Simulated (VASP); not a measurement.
# Cu (Fm-3m) in VASP: notebook

The runs below take Cu through single point, with PBEsol.

Everything below comes from runs of VASP 6.6.1. Logs are shortened: lines on timing, memory, paths and dates and some standing lists are left out, and cuts for length are marked.

## 1. The cell of the first run

Symmetry: Fm-3m, No. 225, cubic system. Conventional cell: a = 3.453 Å, b = 3.453 Å, c = 3.453 Å, α = 90.00°, β = 90.00°, γ = 90.00°. Within 3.2 Å of Cu (site symmetry m-3m) lie 12 Cu at 2.44 Å.

## 2. Single point, PBEsol

INCAR

```
SYSTEM = Cu
ALGO = Normal
EDIFF = 1E-6
ENCUT = 600
GGA = PS
GGA_COMPAT = .False.
ISIF = 2
ISMEAR = -1
LASPH = .True.
LCHARG = .False.
LREAL = .False.
LWAVE = .False.
NBANDS = 12
NELM = 120
PREC = Accurate
SIGMA = 0.1
```

KPOINTS

```
k-points
0
Gamma
  21 21 21
  0 0 0
```

POSCAR

```
Cu
1.0
    0.0000000000      1.7267421392      1.7267421392
    1.7267421392      0.0000000000      1.7267421392
    1.7267421392      1.7267421392      0.0000000000
Cu
1
Direct
    0.0000000000      0.0000000000      0.0000000000
```

Potentials or basis: VASP PAW PBE potentials, release 64 (Cu).

Run with:

```console
cat potpaw_PBE.64/Cu/POTCAR > POTCAR
mpirun -np 1 vasp_std > vasp.out
```

OUTCAR:

```text
SYSTEM = Cu
   EDIFF = 1E-6
   ENCUT = 600
   GGA = PS
   ISIF = 2
   ISMEAR = -1
   LASPH = .True.
   LREAL = .False.
   NELM = 120
   PREC = Accurate

 ion  position               nearest neighbor table
   1  0.000  0.000  0.000-

  LATTYP: Found a face centered cubic cell.
 ALAT       =     3.4534842784

  Lattice vectors:

 A1 = (   0.0000000000,   1.7267421392,   1.7267421392)
 A2 = (   1.7267421392,   0.0000000000,   1.7267421392)
 A3 = (   1.7267421392,   1.7267421392,   0.0000000000)

Analysis of symmetry for initial positions (statically):
=====================================================================
 Subroutine PRICEL returns:
 Original cell was already a primitive cell.

 Routine SETGRP: Setting up the symmetry group for a
 face centered cubic supercell.

 Subroutine GETGRP returns: Found 48 space group operations
 (whereof 48 operations were pure point group operations)
 out of a pool of 48 trial point group operations.

The static configuration has the point symmetry O_h .

Analysis of symmetry for dynamics (positions and initial velocities):
=====================================================================
 Subroutine PRICEL returns:
 Original cell was already a primitive cell.

 Routine SETGRP: Setting up the symmetry group for a
 face centered cubic supercell.

 Subroutine GETGRP returns: Found 48 space group operations
 (whereof 48 operations were pure point group operations)
 out of a pool of 48 trial point group operations.

The dynamic configuration has the point symmetry O_h .

 Subroutine INISYM returns: Found 48 space group operations
 (whereof 48 operations are pure point group operations),
 and found     1 'primitive' translations

----------------------------------------------------------------------------------------

                                     Primitive cell

  volume of cell :      10.2970

  direct lattice vectors                    reciprocal lattice vectors
     0.000000000  1.726742139  1.726742139    -0.289562633  0.289562633  0.289562633
     1.726742139  0.000000000  1.726742139     0.289562633 -0.289562633  0.289562633
     1.726742139  1.726742139  0.000000000     0.289562633  0.289562633 -0.289562633

  length of vectors
     2.441982152  2.441982152  2.441982152     0.501537192  0.501537192  0.501537192

  position of ions in fractional coordinates (direct lattice)
     0.000000000  0.000000000  0.000000000

  ion indices of the primitive-cell ions
   primitive index   ion index
                 1           1

----------------------------------------------------------------------------------------

 KPOINTS: k-points

Automatic generation of k-mesh.
 Grid dimensions read from file:
 generate k-points for:   21   21   21

 Generating k-lattice:

  Cartesian coordinates                     Fractional coordinates (reciprocal lattice)
    -0.013788697  0.013788697  0.013788697     0.047619048  0.000000000  0.000000000
     0.013788697 -0.013788697  0.013788697     0.000000000  0.047619048  0.000000000
     0.013788697  0.013788697 -0.013788697     0.000000000  0.000000000  0.047619048

  Length of vectors
     0.023882723  0.023882723  0.023882723

  Shift w.r.t. Gamma in fractional coordinates (k-lattice)
     0.000000000  0.000000000  0.000000000

 Subroutine IBZKPT returns following result:
 ===========================================

 Found    286 irreducible k-points:

 Following reciprocal coordinates:
            Coordinates               Weight
  0.000000  0.000000  0.000000      1.000000
  0.047619  0.000000  0.000000      8.000000
  0.095238  0.000000  0.000000      8.000000
  0.142857  0.000000  0.000000      8.000000
  0.190476  0.000000  0.000000      8.000000
  0.238095  0.000000  0.000000      8.000000
[... 16 lines left out ...]
 -0.428571  0.047619  0.000000     24.000000
 -0.380952  0.047619  0.000000     24.000000
 [... further k-points ...]
   k-points           NKPTS =    286   k-points in BZ     NKDIM =    286   number of bands    NBANDS=     12
   number of dos      NEDOS =    301   number of ions     NIONS =      1
   total plane-waves  NPLWV =   8000
   dimension x,y,z NGX =    20 NGY =   20 NGZ =   20
   dimension x,y,z NGXF=    40 NGYF=   40 NGZF=   40
   ions per type =               1
   NGX,Y,Z   is equivalent  to a cutoff of  13.62, 13.62, 13.62 a.u.
   NGXF,Y,Z  is equivalent  to a cutoff of  27.23, 27.23, 27.23 a.u.
 SYSTEM =  Cu
   PREC   = accura    normal or accurate (medium, high low for compatibility)
   ISTART =      0    job   : 0-new  1-cont  2-samecut
   ICHARG =      2    charge: 1-file 2-atom 10-const
   ISPIN  =      1    spin polarized calculation?
   LNONCOLLINEAR =      F non collinear calculations
   LSORBIT =      F    spin-orbit coupling
   LASPH  =      T    aspherical Exc in radial PAW
   ENCUT  =  600.0 eV  44.10 Ry    6.64 a.u.   4.88  4.88  4.88*2*pi/ulx,y,z
   NELM   =    120;   NELMIN=  2; NELMDL= -5     # of ELM steps
   EDIFF  = 0.1E-05   stopping-criterion for ELM
   LREAL  =      F    real-space projection
   EDIFFG = 0.1E-04   stopping-criterion for IOM
   NSW    =      0    number of steps for IOM
   IBRION =     -1    ionic relax: 0-MD 1-quasi-New 2-CG
   NFREE  =      0    steps in history (QN), initial steepest desc. (CG)
   ISIF   =      2    stress and relaxation
   ISYM   =      2    0-nonsym 1-usesym 2-fastsym
   POTIM  = 0.5000    time-step for ionic-motion
   TEBEG  =    0.0;   TEEND  =   0.0 temperature during run
   PSTRESS=    0.0 pullay stress
   NELECT =      11.0000    total number of electrons
   NUPDOWN=      -1.0000    fix difference up-down
   EMIN   =  10.00;   EMAX   =-10.00  energy-range for DOS
   EFERMI =   0.00;   METHOD = LEGACY
   ISMEAR =    -1;   SIGMA  =   0.10  broadening in eV -4-tet -1-fermi 0-gaus
   EFERMI_NEDOS =   21; number of points for ismear=-14 and -15
   IALGO  =     38    algorithm
   IMIX   =      4    mixing-type and parameters
     AMIX     =   0.40;   BMIX     =  1.00
     AMIX_MAG =   1.60;   BMIX_MAG =  1.00
  volume/ion in A,a.u.               =      10.30        69.49
  Fermi-wavevector in a.u.,A,eV,Ry     =   1.673535  3.162523 38.106120  2.800721
  Thomas-Fermi vector in A             =   2.758490
   LORBIT       =      0    0 simple, 1 ext, 2 COOP (PROOUT), +10 PAW based schemes
   GGA     = PS    functional components
   LHFCALC =     F    Hartree Fock is set to
   AEXX    =    0.0000 exact exchange contribution
   IVDW    =     0    specifies the selected vdW correction
   LEPSILON=     F    determine dielectric tensor
   LRPA    =     F    only Hartree local field effects (RPA)
 non-spin polarized calculation
  energy-cutoff  :      600.00
  volume of cell :       10.30
 maximum number of plane-waves:       354
   NGX =  9   NGY =  9   NGZ =  9

 number of electron      10.9999992 magnetization

 Free energy of the ion-electron system (eV)
  ---------------------------------------------------
  ext. energy  EPLUGINS =         0.00000000
  ---------------------------------------------------
  free energy    TOTEN  =        -4.24978422 eV

  energy without entropy =       -4.24012136  energy(sigma->0) =       -4.24495279

 E-fermi :   9.2804     XC(G=0): -13.7296

 val. band max:        9.2210495200   @ k =   0.4762   0.2857   0.0476
 cond. band min:       9.2890973502   @ k =   0.4286   0.4286   0.0000
 fundamental gap:      0.0680478302
 Fermi energy:         9.2804382052

 k-point     1 :       0.0000    0.0000    0.0000
  band No.  band energies     occupation
      1      -1.2660      2.00000
      2       5.7327      2.00000
      3       5.7327      2.00000
      4       5.7327      2.00000
      5       6.7611      2.00000
      6       6.7611      2.00000
      7      32.8887      0.00000
      8      36.5990      0.00000
      9      36.5990      0.00000
     10      36.5990      0.00000
     11      39.2737      0.00000
     12      39.2737      0.00000

 k-point     2 :       0.0476    0.0000    0.0000
  band No.  band energies     occupation
      1      -1.1746      2.00000
      2       5.7101      2.00000
      3       5.7522      2.00000
      4       5.7522      2.00000
      5       6.7528      2.00000
      6       6.7528      2.00000
      7      32.5567      0.00000
      8      35.2575      0.00000
      9      36.3201      0.00000
     10      36.3201      0.00000
     11      39.6667      0.00000
     12      39.6667      0.00000

 k-point     3 :       0.0952    0.0000    0.0000
  band No.  band energies     occupation
      1      -0.9029      2.00000
      2       5.6468      2.00000
      3       5.8051      2.00000
      4       5.8051      2.00000
      5       6.7335      2.00000
      6       6.7335      2.00000
      7      31.0099      0.00000
      8      34.1297      0.00000
      9      35.7586      0.00000
     10      35.7586      0.00000
     11      40.5294      0.00000
     12      40.5294      0.00000
[... 286 lines left out ...]
 k-point    23 :      -0.4286    0.0476    0.0000
  band No.  band energies     occupation
      1       3.2758      2.00000
      2       5.6769      2.00000
      3       5.7353      2.00000
      4       6.7888      2.00000
      5       7.3769      2.00000
      6       7.9934      1.99999
      7      14.5366      0.00000
      8      30.6198      0.00000
      9      32.5805      0.00000
     10      33.4719      0.00000
     11      36.6904      0.00000
     12      37.8212      0.00000

 k-point    24 :      -0.3810    0.0476    0.0000
  band No.  band energies     occupation
      1       3.0706      2.00000
      2       5.7249      2.00000
      3       5.7747      2.00000
      4       6.2731      2.00000
      5       7.2500      2.00000
      6       7.6206      2.00000
      7      16.1173      0.00000
      8      30.6009      0.00000
      9      32.7612      0.00000
     10      34.2022      0.00000
     11      36.5952      0.00000
     12      38.2865      0.00000

 [... further k-points ...]

------------------------ aborting loop because EDIFF is reached ----------------------------------------

  FORCE on cell =-STRESS in cart. coord.  units (eV):
  Direction    XX          YY          ZZ          XY          YZ          ZX
  --------------------------------------------------------------------------------------
  -------------------------------------------------------------------------------------
  Total        1.3372176      1.3372176      1.3372176      0.0000000      0.0000000     -0.0000000
  in kB      208.0655630    208.0655630    208.0655630      0.0000000      0.0000000     -0.0000000
  external PRESSURE =     208.0655630 kB  Pullay stress =       0.0000000 kB

 VOLUME and BASIS-vectors are now :
 -----------------------------------------------------------------------------
  energy-cutoff  :      600.00
  volume of cell :       10.30
      direct lattice vectors                 reciprocal lattice vectors
     0.000000000  1.726742139  1.726742139    -0.289562633  0.289562633  0.289562633
     1.726742139  0.000000000  1.726742139     0.289562633 -0.289562633  0.289562633
     1.726742139  1.726742139  0.000000000     0.289562633  0.289562633 -0.289562633

 POSITION                                       TOTAL-FORCE (eV/Angst)
 -----------------------------------------------------------------------------------
      0.00000      0.00000      0.00000        -0.000000      0.000000      0.000000
 -----------------------------------------------------------------------------------
    total drift:                                0.000000      0.000000      0.000000

  FREE ENERGIE OF THE ION-ELECTRON SYSTEM (eV)
  ---------------------------------------------------
  free  energy   TOTEN  =        -4.2497842242 eV

  energy  without entropy=       -4.2401213605  energy(sigma->0) =       -4.24495279
```

It took 22 s on 1 thread of Intel Xeon Platinum 8488C (Sapphire Rapids), shared host; peak memory 0.15 GiB.

Results:

```yaml
Free_energy: -4.2498 eV
Pressure: 20.8 GPa
Band_gap_on_the_k_mesh: zero (an odd number of electrons rules out a gap without spin polarisation)
```

Caveat: the cell stands under pressure; the PAW data sets were made with another functional, which shifts forces and pressure a little.

## 3. Single point, PBEsol

This run uses another cell than the first one, of 10.74 Å³/atom.

INCAR

```
ALGO = Normal ; EDIFF = 1E-6
ENCUT = 600 ; GGA = PS
GGA_COMPAT = F ; ISIF = 2
ISMEAR = -1 ; LASPH = T
LCHARG = F ; LREAL = F
LWAVE = F ; NBANDS = 12
NELM = 120 ; PREC = Accurate
SIGMA = 0.1
```

KPOINTS

```
k-points
0
Gamma
  21 21 21
```

POSCAR

```
Cu
1.0
    0.0000000000      1.7510297889      1.7510297889
    1.7510297889      0.0000000000      1.7510297889
    1.7510297889      1.7510297889      0.0000000000
Cu
1
Direct
    0.0000000000      0.0000000000      0.0000000000
```

Potentials or basis: VASP PAW PBE potentials, release 64 (Cu).

Run with:

```console
cat potpaw_PBE.64/Cu/POTCAR > POTCAR
mpirun -np 1 vasp_std > vasp.out
```

Run time: 21 s. Hardware: 1 thread of Intel Xeon Platinum 8488C (Sapphire Rapids), shared host; peak memory 0.16 GiB.

Results (log left out):

| Property | Result |
| --- | --- |
| Free energy | -4.2928 eV |
| Pressure | 10.8 GPa |
| Band gap on the k mesh | zero (an odd number of electrons rules out a gap without spin polarisation) |

Levels at points of the mesh, in eV from the Fermi level:
```csv
k point,band 2,band 3,band 4,band 5,band 6,band 7,band 8,band 9,band 10,band 11
"(0.00, 0.00, 0.00)",-3.38,-3.38,-3.38,-2.42,-2.42,23.30,26.67,26.67,26.67,29.26
```

Caveat: the cell stands under pressure; the PAW data sets were made with another functional, which shifts forces and pressure a little.

## 4. Single point, PBEsol

This run uses another cell than the first one, of 11.00 Å³/atom.

INCAR

```
ALGO     = Normal         # electronic algorithm
EDIFF    = 1E-6           # SCF threshold, eV
ENCUT    = 600            # plane-wave cutoff, eV
GGA      = PS             # functional
GGA_COMPAT= F            
ISIF     = 2              # what is computed and relaxed
ISMEAR   = -1             # smearing method
LASPH    = T              # aspherical terms in the spheres
LCHARG   = F              # write CHGCAR
LREAL    = F              # projectors in reciprocal space
LWAVE    = F              # write WAVECAR
NBANDS   = 12             # bands
NELM     = 120            # most SCF steps
PREC     = Accurate       # precision mode
SIGMA    = 0.1            # smearing width, eV
```

KPOINTS is that of step 3.

POSCAR

```
Cu
1.0
    0.0000000000      1.7653730947      1.7653730947
    1.7653730947      0.0000000000      1.7653730947
    1.7653730947      1.7653730947      0.0000000000
Cu
1
Direct
    0.0000000000      0.0000000000      0.0000000000
```

Run with:

```console
cat potpaw_PBE.64/Cu/POTCAR > POTCAR
mpirun -np 1 vasp_std > vasp.out
```

Run time: 24 s. Hardware: 1 thread of Intel Xeon Platinum 8488C (Sapphire Rapids), shared host; peak memory 0.16 GiB.

It converged, with:

```yaml
Free_energy: -4.3065 eV
Pressure: 5.8 GPa
Band_gap_on_the_k_mesh: zero (an odd number of electrons rules out a gap without spin polarisation)
```

Levels at points of the mesh, in eV from the Fermi level:
```tsv
k point	band 4	band 5	band 6	band 7	band 8	band 9
(0.00, 0.00, 0.00)	-3.29	-2.36	-2.36	23.11	26.28	26.28
```

Caveat: the cell stands under pressure; the PAW data sets were made with another functional, which shifts forces and pressure a little.

## 5. The runs side by side

| cell | gap on the mesh (eV) | pressure (GPa) |
| --- | --- | --- |
| a = 2.442 Å, angles 60.0°, 1 atom | none | 20.8 |
| a = 2.476 Å, angles 60.0°, 1 atom | none | 10.8 |
| a = 2.497 Å, angles 60.0°, 1 atom | none | 5.8 |

Alike in all rows: task single point; level PBEsol; potentials or basis VASP PAW PBE potentials, release 64 (Cu); no spin polarisation; k mesh 21 × 21 × 21; cutoff (eV) 600; smearing fermi-dirac 0.1 eV.

Caveats: the cell stands under pressure; the PAW data sets were made with another functional, which shifts forces and pressure a little.

Absolute energies hang on the potentials; compare differences alone.
